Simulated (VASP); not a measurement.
SnCl3: relaxation of cell and atoms with PBE

SnCl3:

```xyz
4
Lattice="4.9715 0.0000 0.0000 0.0000 4.9715 0.0000 0.0000 0.0000 4.9715" Properties=species:S:1:pos:R:3 pbc="T T T"
Sn    2.4857    2.4857    2.4857
Cl    0.0000    2.4857    2.4857
Cl    2.4857    0.0000    2.4857
Cl    2.4857    2.4857    0.0000
```

The cell was generated, and may not be a known phase.

| Property | Result |
| --- | --- |
| Program | VASP 6.6.1 |
| Task | relaxation of cell and atoms |
| Functional | PBE |
| Potentials or basis | VASP PAW PBE potentials, release 64 (Sn_d, Cl) |
| Cutoff | 600 eV |
| k mesh | 4 × 4 × 4 |
| Occupations | gaussian, width 0.1 eV |
| Spin | no spin polarisation |
| Dipole correction | no |
| Further INCAR settings | ALGO = Normal; EDIFF = 1e-06; IBRION = 2; EDIFFG = -0.04; NSW = 90; ISIF = 3 |

| Quantity | Value |
| --- | --- |
| Relaxed volume | 35.39 Å³/atom |
| Relaxed cell | a = 5.211 Å, b = 5.211 Å, c = 5.211 Å, α = 90.00°, β = 90.00°, γ = 90.00° |
| Space group after relaxing (to 0.1 Å) | Pm-3m (No. 221) |
| Energy gained by relaxing | 85.5 meV/atom |
| Ionic steps | 3 |
| Pressure after relaxing | 0.0 GPa |
| Band gap on the k mesh | zero (an odd number of electrons rules out a gap without spin polarisation) |

The path:
| step | energy change (eV) | largest force (eV/Å) | pressure (GPa) | volume (Å³) |
| --- | --- | --- | --- | --- |
| 1 | 0.0000 | 0.0000 | 6.67 | 122.87 |
| 2 | -0.3225 | 0.0000 | -1.12 | 147.04 |
| 3 | -0.3419 | 0.0000 | 0.04 | 141.54 |

Final structure:
```yaml
crystal:
  lattice:
    - [5.21149, 0.00000, 0.00000]
    - [0.00000, 5.21149, 0.00000]
    - [0.00000, 0.00000, 5.21149]
  atoms:
    - { symbol: Sn, position: [0.50000, 0.50000, 0.50000] }
    - { symbol: Cl, position: [0.00000, 0.50000, 0.50000] }
    - { symbol: Cl, position: [0.50000, 0.00000, 0.50000] }
    - { symbol: Cl, position: [0.50000, 0.50000, 0.00000] }
```

Levels at points of the mesh, in eV from the Fermi level:
```csv
k point,band 13,band 14,band 15,band 16,band 17,band 18,band 19,band 20,band 21
"(0.00, 0.00, 0.00)",-1.98,-1.98,-1.98,-1.97,-1.97,-1.97,5.25,7.35,7.35
"(0.50, 0.00, 0.00)",-2.22,-2.22,-2.06,-1.97,-1.97,-0.37,3.76,6.89,6.94
"(0.50, 0.50, 0.00)",-2.41,-2.41,-2.20,-2.20,-1.39,1.20,3.12,3.12,6.18
"(0.50, 0.50, 0.50)",-2.79,-2.79,-1.39,-1.39,-1.39,2.47,2.47,2.47,2.71
```

Wall time 120 s on 1 thread of Intel Xeon 8259CL, on a shared host, peak memory 0.26 GiB.

Caveat: the volume moved by over 15 % at a fixed basis, so the end points are rough; spin-orbit coupling is left out, which moves the levels of the heavy elements; an odd number of electrons without spin polarisation forces a metal; a magnetic or distorted state may lie lower.
